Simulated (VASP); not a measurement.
Runs of VASP 6.6.1 on V. The structure is that of space group P6/mmm (No. 191), or close to it. The cells are those of the table. This isn't the form of V at room conditions, which is bcc.

```csv
task,cell,cutoff (eV),gap on the mesh (eV),pressure (GPa)
relaxation of shape and atoms at fixed volume,"relaxed from a = 2.463, b = 2.463, c = 2.298 Å, angles 90.0, 90.0, 120.0°, 1 atom",500,none,35.0
relaxation of shape and atoms at fixed volume,"relaxed from a = 2.362, b = 2.362, c = 2.204 Å, angles 90.0, 90.0, 120.0°, 1 atom",500,none,78.0
single point,"a = 2.252, b = 2.252, c = 2.102 Å, angles 90.0, 90.0, 120.0°, 1 atom",500,none,152.7
single point,"a = 2.557, b = 2.557, c = 2.383 Å, angles 90.0, 90.0, 120.0°, 1 atom",520,none,9.1
single point,"a = 2.557, b = 2.557, c = 2.383 Å, angles 90.0, 90.0, 120.0°, 1 atom",500,none,(a)
relaxation of cell and atoms,"relaxed from a = 2.582, b = 2.582, c = 2.427 Å, angles 90.0, 90.0, 120.0°, 1 atom",500,none,0.0
single point,"a = 2.600, b = 2.600, c = 2.426 Å, angles 90.0, 90.0, 120.0°, 1 atom",520,none,0.2
```

Alike in all rows: level PBE; potentials or basis VASP PAW PBE potentials, release 64 (V_sv); no spin polarisation; k mesh 17 × 17 × 15; smearing fermi-dirac 0.05 eV.

Q: Fill in the values left out.

A: (a) 9.0.

Caveats: the cell stands under pressure (at least some runs).

A gap of «none» marks levels without a gap at the run's occupations.
